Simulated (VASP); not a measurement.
# BiS (Pm-3m) in VASP: settings compared

Aim: see how the results for BiS move with the level of theory and the settings. Levels: PBE, LDA. Tasks: elastic constants, vibrations by perturbation theory.

Program: VASP 6.6.1. These are calculated values, not measurements. Logs are shortened: lines on timing, memory, paths and dates and some standing lists are left out, and cuts for length are marked.

**1. The cell of the first run**

Symmetry: Pm-3m, No. 221, cubic system. The conventional cell has a = 4.003 Å, b = 4.003 Å, c = 4.003 Å, α = 90.00°, β = 90.00°, γ = 90.00°. Bi (site symmetry m-3m) has 8 S at 3.47 Å and 6 Bi at 4.00 Å within 4.6 Å. S (site symmetry m-3m) has 8 Bi at 3.47 Å and 6 S at 4.00 Å within 4.6 Å.

**2. Elastic constants, PBE**

File INCAR:

```
PREC = Accurate ; ENCUT = 600
EDIFF = 1E-8 ; ISMEAR = -1
SIGMA = 0.05 ; LREAL = F
LASPH = T ; NELM = 100
ALGO = Normal ; ISIF = 3
LWAVE = F ; LCHARG = F
GGA = PE ; IBRION = 6
NFREE = 2 ; POTIM = 0.015
NSW = 1
```

File KPOINTS:

```
Automatic mesh
0
Gamma
  5 5 5
```

File POSCAR:

```
BiS
1.0
    4.0029443400      0.0000000000      0.0000000000
    0.0000000000      4.0029443400      0.0000000000
    0.0000000000      0.0000000000      4.0029443400
Bi S
1 1
Direct
    0.5000000000      0.5000000000      0.5000000000
    0.0000000000      0.0000000000      0.0000000000
```

Potentials or basis: VASP PAW PBE potentials, release 64 (Bi_d, S).

Launch:

```console
$ cat potpaw_PBE.64/Bi_d/POTCAR potpaw_PBE.64/S/POTCAR > POTCAR
$ mpirun -np 1 vasp_std > vasp.out
```

OUTCAR:

```text
PREC = Accurate
   ENCUT = 600
   EDIFF = 1E-8
   ISMEAR = -1
   LREAL = F
   LASPH = T
   NELM = 100
   ISIF = 3
   GGA = PE
   IBRION = 6
   NFREE = 2
   POTIM = 0.015
   NSW = 1

 ion  position               nearest neighbor table
   1  0.500  0.500  0.500-
   2  0.000  0.000  0.000-

  LATTYP: Found a simple cubic cell.
 ALAT       =     4.0029443400

  Lattice vectors:

 A1 = (   4.0029443400,   0.0000000000,   0.0000000000)
 A2 = (   0.0000000000,   4.0029443400,   0.0000000000)
 A3 = (   0.0000000000,   0.0000000000,   4.0029443400)

Analysis of symmetry for initial positions (statically):
=====================================================================
 Subroutine PRICEL returns:
 Original cell was already a primitive cell.

 Routine SETGRP: Setting up the symmetry group for a
 simple cubic supercell.

 Subroutine GETGRP returns: Found 48 space group operations
 (whereof 48 operations were pure point group operations)
 out of a pool of 48 trial point group operations.

The static configuration has the point symmetry O_h .

Analysis of symmetry for dynamics (positions and initial velocities):
=====================================================================
 Subroutine PRICEL returns:
 Original cell was already a primitive cell.

 Routine SETGRP: Setting up the symmetry group for a
 simple cubic supercell.

 Subroutine GETGRP returns: Found 48 space group operations
 (whereof 48 operations were pure point group operations)
 out of a pool of 48 trial point group operations.

The dynamic configuration has the point symmetry O_h .

 Subroutine INISYM returns: Found 48 space group operations
 (whereof 48 operations are pure point group operations),
 and found     1 'primitive' translations

----------------------------------------------------------------------------------------

                                     Primitive cell
[... 310 lines left out ...]
  ---------------------------------------------------
  ext. energy  EPLUGINS =         0.00000000
  ---------------------------------------------------
  free energy    TOTEN  =        -7.04369526 eV

  energy without entropy =       -7.00967533  energy(sigma->0) =       -7.02668529

 E-fermi :   4.3611     XC(G=0):  -9.1222

 val. band max:        4.2917384199   @ k =   0.2000   0.4000   0.4000
 cond. band min:       4.3777160288   @ k =   0.4000   0.2000   0.0000
 fundamental gap:      0.0859776089
 Fermi energy:         4.3610981610

 k-point     1 :       0.0000    0.0000    0.0000
  band No.  band energies     occupation
      1     -19.2609      2.00000
      2     -19.2608      2.00000
      3     -19.2160      2.00000
      4     -19.2159      2.00000
      5     -19.2159      2.00000
      6      -8.5871      2.00000
      7      -5.5450      2.00000
      8       2.3094      2.00000
      9       2.3094      2.00000
     10       2.3099      2.00000
     11       6.9958      0.00000
     12       6.9975      0.00000
     13       6.9975      0.00000
     14       8.9943      0.00000
[... 316 lines left out ...]
  FREE ENERGIE OF THE ION-ELECTRON SYSTEM (eV)
  ---------------------------------------------------
  free  energy   TOTEN  =        -7.0436952602 eV

  energy  without entropy=       -7.0096753283  energy(sigma->0) =       -7.02668529

 INTERNAL STRAIN TENSORS FROM STRAINED CELLS
 ============================================

 INTERNAL STRAIN TENSOR FOR ION    1 for displacements in x,y,z  (eV/Angst):
          X           Y           Z          XY          YZ          ZX
  --------------------------------------------------------------------------------
  x     0.00000     0.00000     0.00000     0.00000     0.00000    -0.00000
  y     0.00000     0.00000     0.00000     0.00000     0.00000     0.00000
  z     0.00000     0.00000     0.00000     0.00000     0.00000     0.00000

 INTERNAL STRAIN TENSORS FROM DISPLACED ATOMS
 ============================================

 INTERNAL STRAIN TENSOR FOR ION    1 for displacements in x,y,z  (eV/Angst):
          X           Y           Z          XY          YZ          ZX
  --------------------------------------------------------------------------------
  x     0.00000     0.00000     0.00000     0.00000     0.00000     0.00000
  y     0.00000     0.00000     0.00000     0.00000     0.00000     0.00000
  z     0.00000     0.00000     0.00000     0.00000     0.00000     0.00000

 INTERNAL STRAIN TENSOR FOR ION    2 for displacements in x,y,z  (eV/Angst):
          X           Y           Z          XY          YZ          ZX
  --------------------------------------------------------------------------------
  x     0.00000     0.00000     0.00000     0.00000     0.00000     0.00000
  y     0.00000     0.00000     0.00000     0.00000     0.00000     0.00000
  z     0.00000     0.00000     0.00000     0.00000     0.00000     0.00000

 Eigenvectors and eigenvalues of the dynamical matrix
 ----------------------------------------------------

   1 f  =    0.006152 THz     0.038656 2PiTHz    0.205217 cm-1     0.025444 meV
             X         Y         Z           dx          dy          dz
      2.001472  2.001472  2.001472    -0.859396    0.359706    0.000000
      0.000000  0.000000  0.000000    -0.335209    0.140304    0.000000
[... 21 lines left out ...]
   6 f/i=    4.266183 THz    26.805221 2PiTHz  142.304564 cm-1    17.643509 meV
             X         Y         Z           dx          dy          dz
      2.001472  2.001472  2.001472    -0.000000    0.363388    0.000000
      0.000000  0.000000  0.000000    -0.000000   -0.931638    0.000000

--------------------------------------------------------------------------------------------------------

 ELASTIC MODULI CONTR FROM IONIC RELAXATION (kBar)
 Direction    XX          YY          ZZ          XY          YZ          ZX
 --------------------------------------------------------------------------------
 XX           0.0000      0.0000      0.0000      0.0000      0.0000      0.0000
 YY           0.0000      0.0000      0.0000      0.0000      0.0000      0.0000
 ZZ           0.0000      0.0000      0.0000      0.0000      0.0000      0.0000
 XY           0.0000      0.0000      0.0000      0.0000      0.0000      0.0000
 YZ           0.0000      0.0000      0.0000      0.0000      0.0000      0.0000
 ZX           0.0000      0.0000      0.0000      0.0000      0.0000      0.0000
 --------------------------------------------------------------------------------

 TOTAL ELASTIC MODULI (kBar)
 Direction    XX          YY          ZZ          XY          YZ          ZX
 --------------------------------------------------------------------------------
 XX         277.9001    119.5618    119.5618      0.0000      0.0000     -0.0000
 YY         119.5618    277.9001    119.5618     -0.0000     -0.0000     -0.0000
 ZZ         119.5618    119.5618    277.9001      0.0000      0.0000      0.0000
 XY           0.0000     -0.0000      0.0000   -290.7723      0.0000      0.0000
 YZ           0.0000     -0.0000      0.0000      0.0000   -290.7723      0.0000
 ZX          -0.0000     -0.0000      0.0000      0.0000      0.0000   -290.7723
 --------------------------------------------------------------------------------
```

Run time: 4.4 min. Hardware: 1 thread of Intel Xeon Platinum 8259CL at 2.50GHz (Skylake/Cascade Lake), shared host; peak memory 0.23 GiB.

Results:

| Quantity | Value |
| --- | --- |
| Elastic constants C11, C12, C44 | 28, 12, -29 GPa |
| Voigt bulk modulus | 17 GPa |
| Highest phonon frequency at Γ, LO-TO splitting left out | 0 cm⁻¹ |
| Most unstable mode | 142i cm⁻¹ |

Phonon frequencies in cm⁻¹ (negative: imaginary):
```
              q point           frequencies
(0.000, 0.000, 0.000)  -142 -142 -142 0 0 0
```

Elastic tensor in Voigt notation (GPa, in the Cartesian axes of the cell as first typed):
```
 28  12  12   0   0   0
 12  28  12   0   0   0
 12  12  28   0   0   0
  0   0   0 -29   0   0
  0   0   0   0 -29   0
  0   0   0   0   0 -29
```

Clamped-ion elastic tensor (GPa):
```
 28  12  12   0   0   0
 12  28  12   0   0   0
 12  12  28   0   0   0
  0   0   0 -29   0   0
  0   0   0   0 -29   0
  0   0   0   0   0 -29
```

Caveat: the cell is under stress, which shifts elastic constants; some modes are imaginary; the elastic tensor has a negative eigenvalue, so either the cell is unstable as it stands or the mesh is too thin; spin-orbit coupling is left out, which moves the levels of the heavy elements.

**3. Vibrations by perturbation theory, LDA**

File INCAR:

```
ALGO = Normal
EDIFF = 1E-8
ENCUT = 520
GGA = CA
IBRION = 8
ISIF = 2
ISMEAR = -1
LASPH = T
LCHARG = F
LREAL = F
LWAVE = F
NBANDS = 18
NELM = 80
NSW = 1
PREC = Accurate
SIGMA = 0.05
```

File KPOINTS:

```
k-points
0
Gamma
  5 5 5
```

POSCAR is that of step 2.

Potentials or basis: VASP PAW LDA potentials, release 64 (Bi_d, S).

Launch:

```console
$ cat potpaw_LDA.64/Bi_d/POTCAR potpaw_LDA.64/S/POTCAR > POTCAR
$ mpirun -np 1 vasp_std > vasp.out
```

OUTCAR:

```text
EDIFF = 1E-8
   ENCUT = 520
   GGA = CA
   IBRION = 8
   ISIF = 2
   ISMEAR = -1
   LASPH = T
   LREAL = F
   NELM = 80
   NSW = 1
   PREC = Accurate

 ion  position               nearest neighbor table
   1  0.500  0.500  0.500-
   2  0.000  0.000  0.000-

  LATTYP: Found a simple cubic cell.
 ALAT       =     4.0029443400

  Lattice vectors:

 A1 = (   4.0029443400,   0.0000000000,   0.0000000000)
 A2 = (   0.0000000000,   4.0029443400,   0.0000000000)
 A3 = (   0.0000000000,   0.0000000000,   4.0029443400)

Analysis of symmetry for initial positions (statically):
=====================================================================
 Subroutine PRICEL returns:
 Original cell was already a primitive cell.

 Routine SETGRP: Setting up the symmetry group for a
 simple cubic supercell.

 Subroutine GETGRP returns: Found 48 space group operations
 (whereof 48 operations were pure point group operations)
 out of a pool of 48 trial point group operations.

The static configuration has the point symmetry O_h .

Analysis of symmetry for dynamics (positions and initial velocities):
=====================================================================
 Subroutine PRICEL returns:
 Original cell was already a primitive cell.

 Routine SETGRP: Setting up the symmetry group for a
 simple cubic supercell.

 Subroutine GETGRP returns: Found 48 space group operations
 (whereof 48 operations were pure point group operations)
 out of a pool of 48 trial point group operations.

The dynamic configuration has the point symmetry O_h .

[... 373 lines left out ...]
 -----------------------------------------------------------------------------------
    total drift:                                0.000000      0.000000      0.000000

  FREE ENERGIE OF THE ION-ELECTRON SYSTEM (eV)
  ---------------------------------------------------
  free  energy   TOTEN  =        -8.0166929985 eV

  energy  without entropy=       -7.9825574818  energy(sigma->0) =       -7.99962524

[... ionic steps 2 to 3 ...]

--------------------------------------- Ionic step        4  -------------------------------------------

------------------------ aborting loop because EDIFF is reached ----------------------------------------

[... ionic steps 5 to 6 ...]

--------------------------------------- Ionic step        7  -------------------------------------------

 Free energy of the ion-electron system (eV)
  ---------------------------------------------------
  ---------------------------------------------------
  free energy    TOTEN  =        -0.10448856 eV

  energy without entropy =       -0.10448856

------------------------ aborting loop because EDIFF is reached ----------------------------------------

 INTERNAL STRAIN TENSOR  FOR ION    2  DIRECTION 1   (eV/Angst):
 -----------------------------------------------------------------------------
     0.01177 -0.00000 -0.00000
    -0.00000 -0.00168  0.00000
     0.00000  0.00000 -0.00168

 INTERNAL STRAIN TENSOR FOR ION    2 for displacements in x,y,z  (eV/Angst):
          X           Y           Z          XY          YZ          ZX
  --------------------------------------------------------------------------------
  x     0.00000     0.00000     0.00000     0.00000     0.00000     0.00000
  y     0.00000     0.00000     0.00000     0.00000     0.00000     0.00000
  z     0.00000     0.00000     0.00000     0.00000     0.00000     0.00000

 SECOND DERIVATIVES (NOT SYMMETRIZED)
 ------------------------------------
               1X          1Y          1Z          2X          2Y          2Z
  1X     2.211174    0.000000   -0.000000   -2.211174   -0.000000    0.000000
  1Y     0.000000    2.211174    0.000000    0.000000   -2.211174   -0.000000
  1Z     0.000000    0.000000    2.211174   -0.000000   -0.000000   -2.211174
  2X    -2.251642    0.000000    0.000000    2.251642   -0.000000   -0.000000
  2Y     0.000000   -2.251642   -0.000000   -0.000000    2.251642    0.000000
  2Z    -0.000000   -0.000000   -2.251642    0.000000    0.000000    2.251642

 Eigenvectors and eigenvalues of the dynamical matrix
 ----------------------------------------------------

   1 f  =    0.013594 THz     0.085414 2PiTHz    0.453451 cm-1     0.056221 meV
             X         Y         Z           dx          dy          dz
      2.001472  2.001472  2.001472    -0.518947    0.774426   -0.000000
      0.000000  0.000000  0.000000    -0.201450    0.300625    0.000000
[... 21 lines left out ...]
   6 f/i=    4.443834 THz    27.921433 2PiTHz  148.230351 cm-1    18.378213 meV
             X         Y         Z           dx          dy          dz
      2.001472  2.001472  2.001472     0.361881   -0.000000    0.000000
      0.000000  0.000000  0.000000    -0.932224   -0.000000    0.000000

--------------------------------------------------------------------------------------------------------

 ELASTIC MODULI CONTR FROM IONIC RELAXATION (kBar)
 Direction    XX          YY          ZZ          XY          YZ          ZX
 --------------------------------------------------------------------------------
 XX           0.0000      0.0000      0.0000      0.0000      0.0000      0.0000
 YY           0.0000      0.0000      0.0000      0.0000      0.0000      0.0000
 ZZ           0.0000      0.0000      0.0000      0.0000      0.0000      0.0000
 XY           0.0000      0.0000      0.0000      0.0000      0.0000      0.0000
 YZ           0.0000      0.0000      0.0000      0.0000      0.0000      0.0000
 ZX           0.0000      0.0000      0.0000      0.0000      0.0000      0.0000
 --------------------------------------------------------------------------------
```

stdout:

```text
POSCAR found type information on POSCAR BiS
 POSCAR found :  2 types and       2 ions
 scaLAPACK will be used
 LDA part: xc-table for (Slater(with rela. corr.)+CA(PZ))
 , standard interpolation
 POSCAR, INCAR and KPOINTS ok, starting setup
 FFT: planning ... GRIDC
 FFT: planning ... GRID_SOFT
 FFT: planning ... GRID
 WAVECAR not read
 entering main loop
 Linear response reoptimize wavefunctions to high precision
 Linear response DOF=           2
 Linear response progress:
 first order change of Fermi-energy  -0.26657E-04
 force on displaced ion       1 direction 1 :   2.211   0.000  -0.000
 Linear response progress:
 first order change of Fermi-energy   0.36794E-03
 force on displaced ion       2 direction 1 :   2.252  -0.000  -0.000
 Linear response finished
```

It took 93 s on 1 thread of Intel Xeon 8259CL, shared host; peak memory 0.2 GiB.

What came out:

- Highest phonon frequency at Γ, LO-TO splitting left out: 0 cm⁻¹
- Most unstable mode: 148i cm⁻¹

Phonon frequencies in cm⁻¹ (negative: imaginary):
```tsv
q point	frequencies
(0.000, 0.000, 0.000)	-148 -148 -148 0 0 0
```

Caveat: the cell stands under pressure or tension, which shifts response properties; some modes are imaginary; spin-orbit coupling is left out, which moves the levels of the heavy elements.

**4. Elastic constants, LDA**

File INCAR:

```
SYSTEM = BiS
PREC = Accurate
ENCUT = 600
EDIFF = 1E-8
ISMEAR = -1
SIGMA = 0.05
LREAL = .False.
LASPH = .True.
NELM = 60
ALGO = Normal
ISIF = 3
LWAVE = .False.
LCHARG = .True.
GGA = CA
IBRION = 6
NFREE = 2
POTIM = 0.015
NSW = 1
```

File KPOINTS:

```
regular mesh
0
Gamma
  5 5 5
  0 0 0
```

POSCAR is that of step 3.

Launch:

```console
$ cat potpaw_LDA.64/Bi_d/POTCAR potpaw_LDA.64/S/POTCAR > POTCAR
$ mpirun -np 1 vasp_std > vasp.out
```

Run time: 4.3 min. Hardware: 1 thread of Intel Xeon 8259CL, shared host; peak memory 0.22 GiB.

The run converged. Its results:

* Elastic constants C11, C12, C44: 28, 9, -32 GPa
* Voigt bulk modulus: 15 GPa
* Highest phonon frequency at Γ, LO-TO splitting left out: 0 cm⁻¹
* Most unstable mode: 148i cm⁻¹

Phonon frequencies in cm⁻¹ (negative: imaginary):
```
              q point           frequencies
(0.000, 0.000, 0.000)  -148 -148 -148 0 0 0
```

Elastic tensor in Voigt notation (GPa, in the Cartesian axes of the cell as first typed):
```
 28   9   9   0   0   0
  9  28   9   0   0   0
  9   9  28   0   0   0
  0   0   0 -32   0   0
  0   0   0   0 -32   0
  0   0   0   0   0 -32
```

Clamped-ion elastic tensor (GPa):
```
 28   9   9   0   0   0
  9  28   9   0   0   0
  9   9  28   0   0   0
  0   0   0 -32   0   0
  0   0   0   0 -32   0
  0   0   0   0   0 -32
```

Caveat: the cell is under stress, which shifts elastic constants; some modes are imaginary; the elastic tensor has a negative eigenvalue, so either the cell is unstable as it stands or the mesh is too thin; spin-orbit coupling is left out, which moves the levels of the heavy elements.
